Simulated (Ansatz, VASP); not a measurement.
Given: the input of a run of VASP 6.6.1 on Ta3N.

The input INCAR:

```
  ALGO = Normal
  EDIFF = 1E-6
  ENCUT = 520
  ISIF = 2
  ISMEAR = -1
  LASPH = T
  LCHARG = F
  LREAL = F
  LWAVE = F
  NBANDS = 27
  NELM = 100
  PREC = Accurate
  SIGMA = 0.05
```

The input KPOINTS:

```
k-points
0
Gamma
  10 10 4
```

Contents of POSCAR:

```
Ta3N
1.0
    3.0322239879      0.0000000000      0.0000000000
   -1.5161119940      2.6259830035      0.0000000000
    0.0000000000      0.0000000000      7.5241370000
Ta N
3 1
Direct
    0.6666666667      0.3333333333      0.8260700000
    0.3333333333      0.6666666667      0.1739300000
    0.0000000000      0.0000000000      0.5000000000
    0.0000000000      0.0000000000      0.0000000000
```

Potentials or basis: VASP PAW LDA potentials, release 64 (Ta_pv, N).

Launch:

```sh
$ cat potpaw_LDA.64/Ta_pv/POTCAR potpaw_LDA.64/N/POTCAR > POTCAR
$ mpirun -np 1 vasp_std > vasp.out
```

Task: Translate it to Ansatz 0.2.0. Potentials there: all-electron LAPW, scalar-relativistic.

Result: As run (the cutoff follows the program's own potentials):

Contents of input.yaml:

```yaml
crystal:
  lattice:
    - [3.0322239879, 0.0, 0.0]
    - [-1.516111994, 2.6259830035, 0.0]
    - [0.0, 0.0, 7.524137]
  atoms:
    - { symbol: Ta, position: [0.6666666667, 0.3333333333, 0.82607] }
    - { symbol: Ta, position: [0.3333333333, 0.6666666667, 0.17393] }
    - { symbol: Ta, position: [0.0, 0.0, 0.5] }
    - { symbol: "N", position: [0.0, 0.0, 0.0] }
kpoints:
  mp_grid: { grid: [10, 10, 4] }
scf:
  occupations: { method: fermi_dirac, width: 0.05 }
hamiltonian:
  xc: lda
  pseudopotentials: { kind: all_electron, lapw: { basis_error: 0.002 } }
output:
  forces: true
  stress: true
  eigenvalues: true
```

Potentials or basis: all-electron LAPW, scalar-relativistic.

Run with:

```bash
$ ansatz run input.yaml --threads 2 --pin off --max-ram 8192MiB --backend cpu --events-out ev --progress --plain --runs-dir out
```

Both were run:

|  | VASP | Ansatz | Ansatz less VASP |
| --- | --- | --- | --- |
| gap on the k mesh at the Fermi level (eV) | none | none | - |
| pressure (GPa) | -12.3 | -13.3 | -0.99 |
| traceless stress, the component that is largest in VASP (GPa) | 0.50 | 0.43 | -0.072 |
| rms of the force components (eV/Å) | 0.196 | 0.218 | +0.0221 |

LDA's correlation is that of Perdew and Zunger in VASP and of Perdew and Wang (1992) in Ansatz. Atom by atom the forces differ by 0.022 eV/Å (rms over components). A gap of «none» marks a metal or a gap that the smearing closes. Ansatz ran all-electron here, and VASP with PAW potentials.

Neither program's run includes spin-orbit coupling.
